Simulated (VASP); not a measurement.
# Ti3Se (P-6m2) in VASP: single point with PBEsol+D4

Aim: the single point of Ti3Se with PBEsol+D4.

Program: VASP 6.6.1. These are calculated values, not measurements. Logs are shortened: lines on timing, memory, paths and dates and some standing lists are left out, and cuts for length are marked.

**1. The cell of the first run**

The structure is hexagonal, space group P-6m2 (No. 187). The conventional cell has a = 3.197 Å, b = 3.197 Å, c = 7.943 Å, α = 90.00°, β = 90.00°, γ = 120.00°. Within 3.4 Å of Ti (site symmetry 3m) lie 3 Se at 2.58 Å and 9 Ti at 2.85 to 3.20 Å. Within 3.8 Å of Ti (site symmetry -6m2) lie 12 Ti at 2.85 to 3.20 Å. Se (site symmetry -6m2) has 6 Ti at 2.58 Å and 6 Se at 3.20 Å within 3.4 Å.

**2. Single point, PBEsol+D4, non-collinear spin, zero start, spin-orbit coupling**

File INCAR:

```
SYSTEM = Ti3Se
  PREC = Accurate
  ENCUT = 500
  EDIFF = 1E-6
  ISMEAR = -1
  SIGMA = 0.1
  LREAL = .False.
  LASPH = .True.
  NELM = 200
  ALGO = Normal
  ISIF = 2
  LWAVE = .False.
  LCHARG = .False.
  MAGMOM = 0 0 0 0 0 0 0 0 0 0 0 0
  LORBIT = 11
  LSORBIT = .True.
  GGA_COMPAT = .False.
  LORBMOM = .True.
  LMAXMIX = 4
  GGA = PS
  IVDW = 13
  ISYM = -1
  NBANDS = 56
  KPAR = 1
```

File KPOINTS:

```
explicit points
400
Reciprocal
  0.05000000   0.05000000   0.12500000 1
  0.05000000   0.05000000   0.37500000 1
  0.05000000   0.05000000   0.62500000 1
  0.05000000   0.05000000   0.87500000 1
  0.05000000   0.15000000   0.12500000 1
  0.05000000   0.15000000   0.37500000 1
[... 392 lines left out ...]
  0.95000000   0.95000000   0.62500000 1
  0.95000000   0.95000000   0.87500000 1
```

File POSCAR:

```
Ti3Se
1.0
    3.1974460000      0.0000000000      0.0000000000
   -1.5987230000      2.7690690000      0.0000000000
    0.0000000000      0.0000000000      7.9427450000
Ti Se
3 1
Direct
    0.3333333333      0.6666666667      0.2270980000
    0.3333333333      0.6666666667      0.7729020000
    0.6666666667      0.3333333333      0.5000000000
    0.0000000000      0.0000000000      0.0000000000
```

Potentials or basis: VASP PAW PBE potentials, release 64 (Ti_sv, Se).

Run with:

```sh
cat potpaw_PBE.64/Ti_sv/POTCAR potpaw_PBE.64/Se/POTCAR > POTCAR
mpirun -np 8 vasp_ncl > vasp.out
```

OUTCAR:

```text
SYSTEM = Ti3Se
   PREC = Accurate
   ENCUT = 500
   EDIFF = 1E-6
   ISMEAR = -1
   LREAL = .False.
   LASPH = .True.
   NELM = 200
   ISIF = 2
   LORBIT = 11
   LSORBIT = .True.
   GGA = PS
   IVDW = 13
   ISYM = -1

 ion  position               nearest neighbor table
   1  0.333  0.667  0.227-   4 2.58   4 2.58   4 2.58   3 2.85   3 2.85   3 2.85
   2  0.333  0.667  0.773-   4 2.58   4 2.58   4 2.58   3 2.85   3 2.85   3 2.85
   3  0.667  0.333  0.500-   1 2.85   2 2.85   1 2.85   2 2.85   1 2.85   2 2.85
   4  0.000  0.000  0.000-   1 2.58   2 2.58   1 2.58   2 2.58   1 2.58   2 2.58

IMPORTANT INFORMATION: All symmetrisations will be switched off!
NOSYMM: (Re-)initialisation of all symmetry stuff for point group C_1.

----------------------------------------------------------------------------------------

                                     Primitive cell

  volume of cell :      70.3247

  direct lattice vectors                    reciprocal lattice vectors
     3.197446000  0.000000000  0.000000000     0.312749613  0.180566104  0.000000000
    -1.598723000  2.769069000  0.000000000     0.000000000  0.361132207  0.000000000
     0.000000000  0.000000000  7.942745000     0.000000000  0.000000000  0.125901058

  length of vectors
     3.197446000  3.197445599  7.942745000     0.361132162  0.361132207  0.125901058

  position of ions in fractional coordinates (direct lattice)
     0.333333333  0.666666667  0.227098000
     0.333333333  0.666666667  0.772902000
     0.666666667  0.333333333  0.500000000
     0.000000000  0.000000000  0.000000000

  ion indices of the primitive-cell ions
   primitive index   ion index
                 1           1
                 2           2
                 3           3
                 4           4

----------------------------------------------------------------------------------------

 KPOINTS: explicit points

Read explicit list of k-points.

 Found    400 k-points:

 Following reciprocal coordinates:
            Coordinates               Weight
  0.050000  0.050000  0.125000      0.002500
  0.050000  0.050000  0.375000      0.002500
  0.050000  0.050000  0.625000      0.002500
  0.050000  0.050000  0.875000      0.002500
  0.050000  0.150000  0.125000      0.002500
  0.050000  0.150000  0.375000      0.002500
[... 16 lines left out ...]
  0.050000  0.550000  0.625000      0.002500
  0.050000  0.550000  0.875000      0.002500
 [... further k-points ...]
   k-points           NKPTS =    400   k-points in BZ     NKDIM =    400   number of bands    NBANDS=     56
   number of dos      NEDOS =    301   number of ions     NIONS =      4
   total plane-waves  NPLWV =  34560
   dimension x,y,z NGX =    24 NGY =   24 NGZ =   60
   dimension x,y,z NGXF=    48 NGYF=   48 NGZF=  120
   ions per type =               3   1
   NGX,Y,Z   is equivalent  to a cutoff of  12.48, 12.48, 12.56 a.u.
   NGXF,Y,Z  is equivalent  to a cutoff of  24.96, 24.96, 25.12 a.u.
 SYSTEM =  Ti3Se
   PREC   = accura    normal or accurate (medium, high low for compatibility)
   ISTART =      0    job   : 0-new  1-cont  2-samecut
   ICHARG =      2    charge: 1-file 2-atom 10-const
   ISPIN  =      1    spin polarized calculation?
   LNONCOLLINEAR =      T non collinear calculations
   LSORBIT =      T    spin-orbit coupling
   LASPH  =      T    aspherical Exc in radial PAW
   ENCUT  =  500.0 eV  36.75 Ry    6.06 a.u.   5.83  5.83 14.48*2*pi/ulx,y,z
   NELM   =    200;   NELMIN=  2; NELMDL= -5     # of ELM steps
   EDIFF  = 0.1E-05   stopping-criterion for ELM
   LREAL  =      F    real-space projection
   EDIFFG = 0.1E-04   stopping-criterion for IOM
   NSW    =      0    number of steps for IOM
   IBRION =     -1    ionic relax: 0-MD 1-quasi-New 2-CG
   NFREE  =      0    steps in history (QN), initial steepest desc. (CG)
   ISIF   =      2    stress and relaxation
   ISYM   =     -1    0-nonsym 1-usesym 2-fastsym
   POTIM  = 0.5000    time-step for ionic-motion
   TEBEG  =    0.0;   TEEND  =   0.0 temperature during run
   PSTRESS=    0.0 pullay stress
   NELECT =      42.0000    total number of electrons
   NUPDOWN=      -1.0000    fix difference up-down
   EMIN   =  10.00;   EMAX   =-10.00  energy-range for DOS
   EFERMI =   0.00;   METHOD = LEGACY
   ISMEAR =    -1;   SIGMA  =   0.10  broadening in eV -4-tet -1-fermi 0-gaus
   EFERMI_NEDOS =   21; number of points for ismear=-14 and -15
   IALGO  =     38    algorithm
   IMIX   =      4    mixing-type and parameters
     AMIX     =   0.40;   BMIX     =  1.00
     AMIX_MAG =   1.60;   BMIX_MAG =  1.00
  volume/ion in A,a.u.               =      17.58       118.64
[... 35 lines left out ...]
 fundamental gap:      0.0075213900
 Fermi energy:         7.9128406752

 k-point     1 :       0.0500    0.0500    0.1250
  band No.  band energies     occupation
      1     -48.8630      1.00000
      2     -48.8630      1.00000
      3     -48.8432      1.00000
      4     -48.8432      1.00000
      5     -48.6967      1.00000
      6     -48.6967      1.00000
[... 1357 lines left out ...]
     53      10.2512      0.00000
     54      10.2544      0.00000

 [... further k-points ...]

 [bands above 54 left out]

------------------------ aborting loop because EDIFF is reached ----------------------------------------

  DFT-D4 for vdW energy calculation

  Edisp (eV):   -0.63151

  FORCE on cell =-STRESS in cart. coord.  units (eV):
  Direction    XX          YY          ZZ          XY          YZ          ZX
  --------------------------------------------------------------------------------------
  -------------------------------------------------------------------------------------
  Total      -2.38922    -2.38991    -2.57351    -0.00061    -0.00000     0.00000
  in kB     -54.43250   -54.44840   -58.63129    -0.01380    -0.00002     0.00004
  external pressure =      -55.84 kB  Pullay stress =        0.00 kB

 VOLUME and BASIS-vectors are now :
 -----------------------------------------------------------------------------
  energy-cutoff  :      500.00
  volume of cell :       70.32
      direct lattice vectors                 reciprocal lattice vectors
     3.197446000  0.000000000  0.000000000     0.312749613  0.180566104  0.000000000
    -1.598723000  2.769069000  0.000000000     0.000000000  0.361132207  0.000000000
     0.000000000  0.000000000  7.942745000     0.000000000  0.000000000  0.125901058

 POSITION                                       TOTAL-FORCE (eV/Angst)
 -----------------------------------------------------------------------------------
     -0.00000      1.84605      1.80378        -0.000420      0.000242     -0.072728
     -0.00000      1.84605      6.13896        -0.000417      0.000240      0.072778
      1.59872      0.92302      3.97137         0.000441     -0.000254      0.000037
      0.00000      0.00000      0.00000         0.000396     -0.000228     -0.000087
 -----------------------------------------------------------------------------------
    total drift:                                0.000001     -0.000006      0.000073

  FREE ENERGIE OF THE ION-ELECTRON SYSTEM (eV)
  ---------------------------------------------------
  free  energy   TOTEN  =       -31.6151183484 eV

  energy  without entropy=      -31.5019393969  energy(sigma->0) =      -31.55852887

 orbital moment (x)

 # of ion     p       d       tot
 ----------------------------------------
  1         0.000  -0.000  -0.000
  2        -0.000   0.000   0.000
  3         0.000   0.000   0.000
  4         0.000  -0.000   0.000
 ----------------------------------------
            0.000   0.000   0.000

 orbital moment (y)

 # of ion     p       d       tot
 ----------------------------------------
  1        -0.000  -0.000  -0.000
  2        -0.000  -0.000  -0.000
  3         0.000   0.000   0.000
  4        -0.000   0.000  -0.000
 ----------------------------------------
           -0.000  -0.000  -0.000

 orbital moment (z)

 # of ion     p       d       tot
 ----------------------------------------
  1         0.000   0.000   0.000
  2        -0.000   0.000  -0.000
  3        -0.000   0.000   0.000
  4        -0.000   0.000  -0.000
 ----------------------------------------
           -0.000   0.000   0.000

 Spin-Orbit-Coupling matrix elements

 Ion:    1  E_soc:     -0.0114418
 l=   1
     0.0000000    -0.0017635    -0.0017614
    -0.0017635     0.0000000    -0.0017635
    -0.0017614    -0.0017635     0.0000000
 l=   2
     0.0000000    -0.0000272     0.0000000    -0.0000272    -0.0001414
    -0.0000272     0.0000000    -0.0000775    -0.0000275    -0.0000272
     0.0000000    -0.0000775     0.0000000    -0.0000775     0.0000000
    -0.0000272    -0.0000275    -0.0000775     0.0000000    -0.0000272
    -0.0001414    -0.0000272     0.0000000    -0.0000272     0.0000000
 l=   3
     0.0000000     0.0000000     0.0000000     0.0000000     0.0000000     0.0000000     0.0000000
     0.0000000     0.0000000     0.0000000     0.0000000     0.0000000     0.0000000     0.0000000
     0.0000000     0.0000000     0.0000000     0.0000000     0.0000000     0.0000000     0.0000000
     0.0000000     0.0000000     0.0000000     0.0000000     0.0000000     0.0000000     0.0000000
[... 49 lines left out ...]
 l=   2
     0.0000000    -0.0000002     0.0000000    -0.0000002    -0.0000094
    -0.0000002     0.0000000    -0.0000028     0.0000032    -0.0000002
     0.0000000    -0.0000028     0.0000000    -0.0000028     0.0000000
    -0.0000002     0.0000032    -0.0000028     0.0000000    -0.0000002
    -0.0000094    -0.0000002     0.0000000    -0.0000002     0.0000000
 l=   3
     0.0000000     0.0000000     0.0000000     0.0000000     0.0000000     0.0000000     0.0000000
     0.0000000     0.0000000     0.0000000     0.0000000     0.0000000     0.0000000     0.0000000
     0.0000000     0.0000000     0.0000000     0.0000000     0.0000000     0.0000000     0.0000000
     0.0000000     0.0000000     0.0000000     0.0000000     0.0000000     0.0000000     0.0000000
     0.0000000     0.0000000     0.0000000     0.0000000     0.0000000     0.0000000     0.0000000
     0.0000000     0.0000000     0.0000000     0.0000000     0.0000000     0.0000000     0.0000000
     0.0000000     0.0000000     0.0000000     0.0000000     0.0000000     0.0000000     0.0000000

 total charge

# of ion       s       p       d       tot
------------------------------------------
    1        2.196   6.124   1.905  10.225
    2        2.196   6.124   1.905  10.225
    3        2.235   6.115   1.808  10.157
    4        1.442   2.461   0.081   3.984
--------------------------------------------------
tot          8.069  20.824   5.699  34.592

 magnetization (x)

# of ion       s       p       d       tot
------------------------------------------
    1        0.000   0.000   0.000   0.000
    2        0.000   0.000   0.000   0.000
    3       -0.000  -0.000  -0.000  -0.000
    4        0.000  -0.000   0.000   0.000
--------------------------------------------------
tot         -0.000  -0.000  -0.000  -0.000

 magnetization (y)

# of ion       s       p       d       tot
------------------------------------------
    1       -0.000  -0.000   0.000   0.000
    2        0.000   0.000   0.000   0.000
    3        0.000  -0.000  -0.000  -0.000
    4        0.000  -0.000   0.000  -0.000
--------------------------------------------------
tot          0.000  -0.000  -0.000  -0.000

 magnetization (z)

# of ion       s       p       d       tot
------------------------------------------
    1        0.000   0.000   0.000   0.000
    2        0.000  -0.000   0.000   0.000
    3       -0.000  -0.000  -0.000  -0.000
    4        0.000  -0.000   0.000  -0.000
--------------------------------------------------
tot         -0.000  -0.000  -0.000  -0.000
```

It took 7.3 min on 8 MPI ranks of Intel Xeon Platinum 8488C (Sapphire Rapids), shared host; peak memory 0.5 GiB.

Results:

| Item | Value |
| --- | --- |
| Free energy | -31.6151 eV |
| Pressure | -5.6 GPa |
| Largest force | 0.073 eV/Å |
| Net moment | 0.00 μB per cell |
| Valence electrons inside the program's atomic spheres | Ti 10.22, 10.16 (each value once); Se 3.98 |
| Dispersion energy per atom | -0.158 eV |

Forces on the atoms (eV/Å):
```
Ti   0.000  0.000 -0.073
Ti   0.000  0.000  0.073
Ti   0.000  0.000  0.000
Se   0.000  0.000  0.000
```

Moments on the atoms (μB; x, y, z):
```
Ti  0.00 0.00 0.00
Ti  0.00 0.00 0.00
Ti  0.00 0.00 0.00
Se  0.00 0.00 0.00
```

Caveat: the cell stands under tension; the PAW data sets were made with another functional, which shifts forces and pressure a little.
